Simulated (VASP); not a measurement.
# GaAs (F-43m) in VASP: notebook, part 2 of 2

VASP 6.6.1. The steps go on from the part before.

## (5) Single point, r2SCAN (volume changed by -3%)

File POSCAR:

```
GaAs
1.0
    0.0000000000      2.8044661161      2.8044661161
    2.8044661161      0.0000000000      2.8044661161
    2.8044661161      2.8044661161      0.0000000000
Ga As
1 1
Direct
    0.0000000000      0.0000000000      0.0000000000
    0.2500000000      0.2500000000      0.2500000000
```

File INCAR.step1:

```
PREC     = Accurate       # precision mode
ENCUT    = 520            # plane-wave cutoff, eV
ISMEAR   = 0              # smearing method
SIGMA    = 0.01           # smearing width, eV
LREAL    = F              # projectors in reciprocal space
LASPH    = T              # aspherical terms in the spheres
NELM     = 100            # most SCF steps
NBANDS   = 16             # bands
GGA      = PE             # functional
ALGO     = Normal         # electronic algorithm
EDIFF    = 1E-4           # SCF threshold, eV
LWAVE    = T              # write WAVECAR
LCHARG   = F              # write CHGCAR
```

File INCAR.step2:

```
PREC     = Accurate       # precision mode
ENCUT    = 520            # plane-wave cutoff, eV
EDIFF    = 1E-7           # SCF threshold, eV
ISMEAR   = 0              # smearing method
SIGMA    = 0.01           # smearing width, eV
LREAL    = F              # projectors in reciprocal space
LASPH    = T              # aspherical terms in the spheres
NELM     = 100            # most SCF steps
ALGO     = Normal         # electronic algorithm
ISIF     = 2              # what is computed and relaxed
LWAVE    = F              # write WAVECAR
LCHARG   = F              # write CHGCAR
METAGGA  = R2SCAN         # meta-GGA
LMIXTAU  = T            
NBANDS   = 16             # bands
ISTART   = 1
```

File KPOINTS:

```
Automatic mesh
0
Gamma
  6 6 6
```

Potentials or basis: VASP PAW PBE potentials, release 64 (Ga_d, As).

On the command line:

```sh
> cat potpaw_PBE.64/Ga_d/POTCAR potpaw_PBE.64/As/POTCAR > POTCAR
> cp INCAR.step1 INCAR
> mpirun -np 1 vasp_std > vasp.out
> cp INCAR.step2 INCAR
> mpirun -np 1 vasp_std > vasp.out
```

OUTCAR:

```text
PREC = Accurate
   ENCUT = 520
   EDIFF = 1E-7
   ISMEAR = 0
   LREAL = F
   LASPH = T
   NELM = 100
   ISIF = 2
   METAGGA = R2SCAN
   ISTART = 1

 ion  position               nearest neighbor table
   1  0.000  0.000  0.000-   2 2.43   2 2.43   2 2.43   2 2.43
   2  0.250  0.250  0.250-   1 2.43   1 2.43   1 2.43   1 2.43

  LATTYP: Found a face centered cubic cell.
 ALAT       =     5.6089322322

  Lattice vectors:

 A1 = (   0.0000000000,   2.8044661161,   2.8044661161)
 A2 = (   2.8044661161,   0.0000000000,   2.8044661161)
 A3 = (   2.8044661161,   2.8044661161,   0.0000000000)

Analysis of symmetry for initial positions (statically):
=====================================================================
 Subroutine PRICEL returns:
 Original cell was already a primitive cell.

 Routine SETGRP: Setting up the symmetry group for a
 face centered cubic supercell.

 Subroutine GETGRP returns: Found 24 space group operations
 (whereof 24 operations were pure point group operations)
 out of a pool of 48 trial point group operations.

The static configuration has the point symmetry T_d .

Analysis of symmetry for dynamics (positions and initial velocities):
=====================================================================
 Subroutine PRICEL returns:
 Original cell was already a primitive cell.

 Routine SETGRP: Setting up the symmetry group for a
 face centered cubic supercell.

 Subroutine GETGRP returns: Found 24 space group operations
 (whereof 24 operations were pure point group operations)
 out of a pool of 48 trial point group operations.

The dynamic configuration has the point symmetry T_d .

 Subroutine INISYM returns: Found 24 space group operations
 (whereof 24 operations are pure point group operations),
 and found     1 'primitive' translations

----------------------------------------------------------------------------------------

                                     Primitive cell

  volume of cell :      44.1144

  direct lattice vectors                    reciprocal lattice vectors
     0.000000000  2.804466116  2.804466116    -0.178287053  0.178287053  0.178287053
     2.804466116  0.000000000  2.804466116     0.178287053 -0.178287053  0.178287053
     2.804466116  2.804466116  0.000000000     0.178287053  0.178287053 -0.178287053

  length of vectors
     3.966114017  3.966114017  3.966114017     0.308802235  0.308802235  0.308802235

  position of ions in fractional coordinates (direct lattice)
     0.000000000  0.000000000  0.000000000
     0.250000000  0.250000000  0.250000000

  ion indices of the primitive-cell ions
   primitive index   ion index
                 1           1
                 2           2

----------------------------------------------------------------------------------------

 KPOINTS: Automatic mesh

Automatic generation of k-mesh.
 Grid dimensions read from file:
 generate k-points for:    6    6    6

 Generating k-lattice:

  Cartesian coordinates                     Fractional coordinates (reciprocal lattice)
    -0.029714509  0.029714509  0.029714509     0.166666667  0.000000000  0.000000000
     0.029714509 -0.029714509  0.029714509     0.000000000  0.166666667  0.000000000
     0.029714509  0.029714509 -0.029714509     0.000000000  0.000000000  0.166666667

  Length of vectors
     0.051467039  0.051467039  0.051467039

  Shift w.r.t. Gamma in fractional coordinates (k-lattice)
     0.000000000  0.000000000  0.000000000

 Subroutine IBZKPT returns following result:
 ===========================================

 Found     16 irreducible k-points:

 Following reciprocal coordinates:
            Coordinates               Weight
  0.000000  0.000000  0.000000      1.000000
  0.166667  0.000000  0.000000      8.000000
  0.333333  0.000000  0.000000      8.000000
  0.500000  0.000000  0.000000      4.000000
  0.166667  0.166667  0.000000      6.000000
  0.333333  0.166667  0.000000     24.000000
[... 8 lines left out ...]
 -0.333333  0.333333  0.166667     24.000000
 -0.333333  0.500000  0.166667     12.000000
   k-points           NKPTS =     16   k-points in BZ     NKDIM =     16   number of bands    NBANDS=     16
   number of dos      NEDOS =    301   number of ions     NIONS =      2
   total plane-waves  NPLWV =  27000
   dimension x,y,z NGX =    30 NGY =   30 NGZ =   30
   dimension x,y,z NGXF=    60 NGYF=   60 NGZF=   60
   ions per type =               1   1
   NGX,Y,Z   is equivalent  to a cutoff of  12.57, 12.57, 12.57 a.u.
   NGXF,Y,Z  is equivalent  to a cutoff of  25.15, 25.15, 25.15 a.u.
 SYSTEM =  unknown system
   PREC   = accura    normal or accurate (medium, high low for compatibility)
   ISTART =      1    job   : 0-new  1-cont  2-samecut
   ICHARG =      0    charge: 1-file 2-atom 10-const
   ISPIN  =      1    spin polarized calculation?
   LNONCOLLINEAR =      F non collinear calculations
   LSORBIT =      F    spin-orbit coupling
   LASPH  =      T    aspherical Exc in radial PAW
   ENCUT  =  520.0 eV  38.22 Ry    6.18 a.u.   7.37  7.37  7.37*2*pi/ulx,y,z
   NELM   =    100;   NELMIN=  2; NELMDL=  0     # of ELM steps
   EDIFF  = 0.1E-06   stopping-criterion for ELM
   LREAL  =      F    real-space projection
   EDIFFG = 0.1E-05   stopping-criterion for IOM
   NSW    =      0    number of steps for IOM
   IBRION =     -1    ionic relax: 0-MD 1-quasi-New 2-CG
   NFREE  =      0    steps in history (QN), initial steepest desc. (CG)
   ISIF   =      2    stress and relaxation
   ISYM   =      2    0-nonsym 1-usesym 2-fastsym
   POTIM  = 0.5000    time-step for ionic-motion
   TEBEG  =    0.0;   TEEND  =   0.0 temperature during run
   PSTRESS=    0.0 pullay stress
   NELECT =      18.0000    total number of electrons
   NUPDOWN=      -1.0000    fix difference up-down
   EMIN   =  10.00;   EMAX   =-10.00  energy-range for DOS
   EFERMI =   0.00;   METHOD = LEGACY
   ISMEAR =     0;   SIGMA  =   0.01  broadening in eV -4-tet -1-fermi 0-gaus
   EFERMI_NEDOS =   21; number of points for ismear=-14 and -15
   IALGO  =     38    algorithm
   IMIX   =      4    mixing-type and parameters
     AMIX     =   0.40;   BMIX     =  1.00
     AMIX_MAG =   1.60;   BMIX_MAG =  1.00
  volume/ion in A,a.u.               =      22.06       148.85
  Fermi-wavevector in a.u.,A,eV,Ry     =   1.214243  2.294586 20.060227  1.474385
  Thomas-Fermi vector in A             =   2.349669
   LORBIT       =      0    0 simple, 1 ext, 2 COOP (PROOUT), +10 PAW based schemes
   METAGGA = R2SCAN    functional components
   LHFCALC =     F    Hartree Fock is set to
   AEXX    =    0.0000 exact exchange contribution
   IVDW    =     0    specifies the selected vdW correction
   LEPSILON=     F    determine dielectric tensor
   LRPA    =     F    only Hartree local field effects (RPA)
 non-spin polarized calculation
 Gauss-broadening in eV      SIGMA  =   0.01
  energy-cutoff  :      520.00
  volume of cell :       44.11
 maximum number of plane-waves:      1243
 NGX is ok and might be reduce to    30
   NGX = 15   NGY = 15   NGZ = 15

 number of electron      18.0000012 magnetization

 Free energy of the ion-electron system (eV)
  ---------------------------------------------------
  ext. energy  EPLUGINS =         0.00000000
  ---------------------------------------------------
  free energy    TOTEN  =       -27.02541819 eV

  energy without entropy =      -27.02541819  energy(sigma->0) =      -27.02541819

 E-fermi :   3.9778     XC(G=0): -10.3678

 val. band max:        3.9140627695   @ k =   0.0000   0.0000   0.0000
 cond. band min:       5.1034374476   @ k =   0.0000   0.0000   0.0000
 fundamental gap:      1.1893746781
 Fermi energy:         3.9777607239

 k-point     1 :       0.0000    0.0000    0.0000
  band No.  band energies     occupation
      1     -11.3731      2.00000
      2     -11.3731      2.00000
      3     -11.3731      2.00000
      4     -11.2772      2.00000
      5     -11.2772      2.00000
      6      -9.4761      2.00000
[... 8 lines left out ...]
     15      14.5985      0.00000
     16      14.5985      0.00000
[... 267 lines left out ...]
 k-point    16 :      -0.3333    0.5000    0.1667
  band No.  band energies     occupation
      1     -11.4953      2.00000
      2     -11.3306      2.00000
      3     -11.3202      2.00000
      4     -11.2948      2.00000
      5     -11.2689      2.00000
      6      -6.6870      2.00000
[... 8 lines left out ...]
     15      16.9520      0.00000
     16      18.2351      0.00000

------------------------ aborting loop because EDIFF is reached ----------------------------------------

  FORCE on cell =-STRESS in cart. coord.  units (eV):
  Direction    XX          YY          ZZ          XY          YZ          ZX
  --------------------------------------------------------------------------------------
  -------------------------------------------------------------------------------------
  Total        0.6939826      0.6939826      0.6939826      0.0000000      0.0000000     -0.0000000
  in kB       25.2045281     25.2045281     25.2045281      0.0000000      0.0000000     -0.0000000
  external PRESSURE =      25.2045281 kB  Pullay stress =       0.0000000 kB

 VOLUME and BASIS-vectors are now :
 -----------------------------------------------------------------------------
  energy-cutoff  :      520.00
  volume of cell :       44.11
      direct lattice vectors                 reciprocal lattice vectors
     0.000000000  2.804466116  2.804466116    -0.178287053  0.178287053  0.178287053
     2.804466116  0.000000000  2.804466116     0.178287053 -0.178287053  0.178287053
     2.804466116  2.804466116  0.000000000     0.178287053  0.178287053 -0.178287053

 POSITION                                       TOTAL-FORCE (eV/Angst)
 -----------------------------------------------------------------------------------
      0.00000      0.00000      0.00000        -0.000000     -0.000000     -0.000000
      1.40223      1.40223      1.40223         0.000000      0.000000      0.000000
 -----------------------------------------------------------------------------------
    total drift:                                0.000002      0.000002      0.000002

  FREE ENERGIE OF THE ION-ELECTRON SYSTEM (eV)
  ---------------------------------------------------
  free  energy   TOTEN  =       -27.0254181919 eV

  energy  without entropy=      -27.0254181919  energy(sigma->0) =      -27.02541819
```

Wall time 2 min (1 thread of Intel Xeon Platinum 8259CL at 2.50GHz (Skylake/Cascade Lake), shared host); peak memory 0.17 GiB.

What came out:

```yaml
Free_energy: -27.0254 eV
Pressure: 2.5 GPa
Band_gap_on_the_k_mesh: 1.19 eV, direct
```

Levels at points of the mesh, in eV from the valence-band top:
| k point | band 6 | band 7 | band 8 | band 9 | band 10 | band 11 | band 12 | band 13 |
| --- | --- | --- | --- | --- | --- | --- | --- | --- |
| (0.00, 0.00, 0.00) | -13.39 | 0.00 | 0.00 | 0.00 | 1.19 | 4.04 | 4.04 | 4.04 |
| (0.50, 0.00, 0.00) | -11.46 | -6.96 | -1.22 | -1.22 | 1.43 | 4.99 | 4.99 | 8.32 |
| (0.50, 0.50, 0.00) | -10.65 | -7.11 | -2.87 | -2.87 | 1.71 | 1.93 | 11.06 | 11.06 |

Caveat: the cell differs from its parent crystal (volume changed by -3%); the PAW data sets were made with another functional, which shifts forces and pressure a little. A k mesh can miss the band edges.

## (6) Single point, r2SCAN

This run uses another cell than the first one, of 22.74 Å³/atom, 0.932 times its volume.

File POSCAR:

```
GaAs
1.0
    0.0000000000      2.8330850939      2.8330850939
    2.8330850939      0.0000000000      2.8330850939
    2.8330850939      2.8330850939      0.0000000000
Ga As
1 1
Direct
    0.0000000000      0.0000000000      0.0000000000
    0.2500000000      0.2500000000      0.2500000000
```

File INCAR.step1:

```
SYSTEM = GaAs
PREC     = Accurate       ! precision mode
ENCUT    = 520            ! plane-wave cutoff, eV
ISMEAR   = 0              ! smearing method
SIGMA    = 0.01           ! smearing width, eV
LREAL    = .False.        ! projectors in reciprocal space
LASPH    = .True.         ! aspherical terms in the spheres
NELM     = 100            ! most SCF steps
NBANDS   = 16             ! bands
GGA      = PE             ! functional
ALGO     = Normal         ! electronic algorithm
EDIFF    = 1E-4           ! SCF threshold, eV
LWAVE    = .True.         ! write WAVECAR
LCHARG   = .False.        ! write CHGCAR
```

File INCAR.step2:

```
SYSTEM = GaAs
PREC     = Accurate       ! precision mode
ENCUT    = 520            ! plane-wave cutoff, eV
EDIFF    = 1E-7           ! SCF threshold, eV
ISMEAR   = 0              ! smearing method
SIGMA    = 0.01           ! smearing width, eV
LREAL    = .False.        ! projectors in reciprocal space
LASPH    = .True.         ! aspherical terms in the spheres
NELM     = 100            ! most SCF steps
ALGO     = Normal         ! electronic algorithm
ISIF     = 2              ! what is computed and relaxed
LWAVE    = .False.        ! write WAVECAR
LCHARG   = .False.        ! write CHGCAR
METAGGA  = R2SCAN         ! meta-GGA
LMIXTAU  = .True.       
NBANDS   = 16             ! bands
ISTART   = 1
```

File KPOINTS:

```
Automatic mesh
0
Gamma
  6 6 6
  0 0 0
```

Potentials or basis: VASP PAW PBE potentials, release 64 (Ga_d, As).

On the command line:

```sh
> cat potpaw_PBE.64/Ga_d/POTCAR potpaw_PBE.64/As/POTCAR > POTCAR
> cp INCAR.step1 INCAR
> mpirun -np 1 vasp_std > vasp.out
> cp INCAR.step2 INCAR
> mpirun -np 1 vasp_std > vasp.out
```

It took 2 min on 1 thread of Intel Xeon Platinum 8259CL at 2.50GHz (Skylake/Cascade Lake), shared host; peak memory 0.17 GiB.

The run converged. Its results:

- Free energy: -27.0362 eV
- Pressure: 0.1 GPa
- Band gap on the k mesh: 0.94 eV, direct

Levels at points of the mesh, in eV from the valence-band top:
| k point | band 5 | band 6 | band 7 | band 8 | band 9 | band 10 | band 11 | band 12 | band 13 | band 14 |
| --- | --- | --- | --- | --- | --- | --- | --- | --- | --- | --- |
| (0.00, 0.00, 0.00) | -15.15 | -13.16 | 0.00 | 0.00 | 0.00 | 0.94 | 4.04 | 4.04 | 4.04 | 8.22 |
| (0.50, 0.00, 0.00) | -15.14 | -11.33 | -6.78 | -1.18 | -1.18 | 1.34 | 4.98 | 4.98 | 8.28 | 11.09 |
| (0.50, 0.50, 0.00) | -15.13 | -10.56 | -6.96 | -2.75 | -2.75 | 1.76 | 1.95 | 10.81 | 10.81 | 11.69 |

Caveat: the PAW data sets were made with another functional, which shifts forces and pressure a little. A k mesh can miss the band edges.

## (7) Overview

```tsv
level	cell	gap on the mesh (eV)	pressure (GPa)
PBE	a = 4.102 Å, angles 60.0°, 2 atoms	none	-1.3
PBE	a = 4.141 Å, angles 60.0°, 2 atoms	none	-2.8
r2SCAN	a = 3.925 Å, angles 60.0°, 2 atoms	1.45	5.3
r2SCAN	a = 3.966 Å, angles 60.0°, 2 atoms	1.19	2.5
r2SCAN	a = 4.007 Å, angles 60.0°, 2 atoms	0.94	0.1
```

Alike in all rows: task single point; potentials or basis VASP PAW PBE potentials, release 64 (Ga_d, As); no spin polarisation; k mesh 6 × 6 × 6; cutoff (eV) 520; smearing gaussian 0.01 eV.

Caveats: the PAW data sets were made with another functional, which shifts forces and pressure a little (some runs).

Absolute energies hang on the potentials; compare differences alone.
